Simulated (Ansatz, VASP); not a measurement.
# CdBr3: VASP beside Ansatz

```
Cd Br
1.0
     4.37081    2.52349    1.79031
    -4.37081    2.52349    1.79031
     0.00000   -5.04697    1.79031
Cd Br
1 3
Direct
  0.00000 0.00000 0.00000
  0.00000 0.50000 0.50000
  0.50000 0.50000 0.00000
  0.50000 0.00000 0.50000
```

Change from the starting cell: species swapped into the EuBi3 type (R-3m, No. 166).

Alike in both runs: functional PBE; k mesh 12 × 12 × 12; occupations gaussian, width 0.1 eV; no spin polarisation.

Ansatz relaxed the structure, and its values are those at the end. VASP's run is a single point on that final structure, the one shown.

```csv
,VASP,Ansatz
version,VASP 6.6.1,Ansatz 0.2.0
potentials or method,"VASP PAW PBE potentials, release 64 (Cd, Br), cutoff 520 eV","scalar-relativistic, plane waves, PAW"
valence electrons in the cell,33,41
```

|  | VASP | Ansatz | Ansatz less VASP |
| --- | --- | --- | --- |
| gap on the k mesh at the Fermi level (eV) | none | none | - |
| pressure (GPa) | 0.0 | 0.0 | -0.05 |

A gap of «none» marks a metal or a gap that the smearing closes. VASP's potentials hold 33 valence electrons a cell and Ansatz's 41, so a difference there can come from the potentials and not from the codes.
